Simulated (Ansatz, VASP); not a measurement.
# Ir: VASP beside Ansatz

```xyz
6
Lattice="2.7084 0.0000 0.0000 0.0000 2.7084 0.0000 0.0000 0.0000 24.5756" Properties=species:S:1:pos:R:3 pbc="T T T"
Ir    1.3542    1.3542    7.5824
Ir    0.0000    0.0000    9.3972
Ir    1.3542    1.3542   11.3240
Ir    0.0000    0.0000   13.2516
Ir    1.3542    1.3542   15.1784
Ir    0.0000    0.0000   16.9932
```

Alike in both runs: functional PBEsol; k mesh 13 × 13 × 1; occupations gaussian, width 0.1 eV; no spin polarisation.

Ansatz relaxed the structure, and its values are those at the end. VASP's run is a single point on that final structure, the one shown.

|  | VASP | Ansatz |
| --- | --- | --- |
| version | VASP 6.6.1 | Ansatz 0.2.0 |
| potentials or method | VASP PAW PBE potentials, release 64 (Ir), cutoff 520 eV | scalar-relativistic, plane waves, PAW |
| valence electrons in the cell | 54 | 102 |

Ansatz gave:

```
gap on the k mesh at the Fermi level (eV) : none
rms of the force components (eV/Å)        : 0.003
```

Which values does VASP return?

gap on the k mesh at the Fermi level (eV): none; rms of the force components (eV/Å): 0.025.

VASP's potentials were made for PBE, not for PBEsol. A gap of «none» marks a metal or a gap that the smearing closes. VASP's potentials hold 54 valence electrons a cell and Ansatz's 102, so a difference there can come from the potentials and not from the codes. Ansatz's warnings: xc potential rough in thin density.

Spin-orbit coupling is off throughout.
